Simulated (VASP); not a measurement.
Set up this calculation in VASP 6.6.1, as the native input.

| Property | Result |
| --- | --- |
| Task | single point |
| Functional | PBE |
| Potentials or basis | VASP PAW PBE potentials, release 64 (Al, Si, Cl) |
| Cutoff | 520 eV |
| k mesh | 6 × 6 × 4 |
| Occupations | gaussian, width 0.1 eV |
| Spin | no spin polarisation |
| Dipole correction | no |
| Further INCAR settings | ALGO = Normal; EDIFF = 1e-06; NBANDS = 17 |

The structure of AlSi2Cl lies in POSCAR:

```
AlSi2Cl
1.0
    4.2777520478      0.0000000000      0.0000000000
   -2.1388760239      3.7046419445      0.0000000000
    0.0000000000      0.0000000000      5.0316030723
Al Si Cl
1 2 1
Direct
    0.6666666667      0.3333333333      0.5000000000
    0.0000000000      0.0000000000      0.7398762791
    0.0000000000      0.0000000000      0.2601237209
    0.3333333333      0.6666666667      0.0000000000
```

One way to write it, as run:

INCAR

```
ALGO = Normal
EDIFF = 1E-6
ENCUT = 520
GGA = PE
ISIF = 2
ISMEAR = 0
LASPH = T
LCHARG = F
LREAL = F
LWAVE = F
NBANDS = 17
NELM = 100
PREC = Accurate
SIGMA = 0.1
```

KPOINTS

```
k-points
0
Gamma
  6 6 4
```

Potentials or basis: VASP PAW PBE potentials, release 64 (Al, Si, Cl).

The run is started by

```bash
$ cat potpaw_PBE.64/Al/POTCAR potpaw_PBE.64/Si/POTCAR potpaw_PBE.64/Cl/POTCAR > POTCAR
$ mpirun -np 1 vasp_std > vasp.out
```

Results of the run:

| Quantity | Value |
| --- | --- |
| Pressure | 0.2 GPa |
| Largest force | 0.014 eV/Å |
| Band gap on the k mesh | zero (band 9 reaches 6.45 eV, above the bottom of band 10 at 4.92 eV) |

Wall time 10 s on 1 thread of Intel(R) Xeon(R) 6975P-C (Granite Rapids) (shared host), peak memory 0.19 GiB.
